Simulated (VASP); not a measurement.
Write the native input for VASP 6.6.1 that does the following.

```yaml
Task: electric field gradients
Functional: PBE
Potentials_or_basis: VASP PAW PBE potentials, release 64 (Mn_pv, Hg)
Cutoff: 520 eV
k_mesh: 10 × 10 × 10
Occupations: fermi-dirac, width 0.08 eV
Spin: collinear spin, ferromagnetic start
Starting_moments: "[4.0, 0.0] μB"
Dipole_correction: no
Further_INCAR_settings: ALGO = Normal; EDIFF = 1e-08; NBANDS = 24
```

The structure of MnHg lies in POSCAR:

```
MnHg
1.0
    3.3478239169      0.0000000000      0.0000000000
    0.0000000000      3.3478239169      0.0000000000
    0.0000000000      0.0000000000      3.3478239169
Mn Hg
1 1
Direct
    0.5000000000      0.5000000000      0.5000000000
    0.0000000000      0.0000000000      0.0000000000
```

One way to write it, as run:

INCAR

```
PREC = Accurate
ENCUT = 520
EDIFF = 1E-8
ISMEAR = -1
SIGMA = 0.08
LREAL = F
LASPH = T
NELM = 150
ALGO = Normal
ISIF = 2
LWAVE = F
LCHARG = F
ISPIN = 2
MAGMOM = 4 0
LORBIT = 11
LMAXMIX = 4
GGA = PE
LEFG = T
NBANDS = 24
```

KPOINTS

```
Automatic mesh
0
Gamma
  10 10 10
```

Potentials or basis: VASP PAW PBE potentials, release 64 (Mn_pv, Hg).

The run is started by

```sh
$ cat potpaw_PBE.64/Mn_pv/POTCAR potpaw_PBE.64/Hg/POTCAR > POTCAR
$ mpirun -np 1 vasp_std > vasp.out
```

Results of the run:

```
Pressure                                              : -1.3 GPa
Net moment                                            : 3.96 μB per cell
Site moments                                          : Mn +3.87; Hg -0.05 μB
Largest electric field gradient by atom               : zero within the noise of the run
Valence electrons inside the program's atomic spheres : Mn 11.38; Hg 10.56
```

Wall time 93 s on 1 thread of Intel(R) Xeon(R) Platinum 8488C (Sapphire Rapids), with other jobs on the host, peak memory 0.23 GiB.
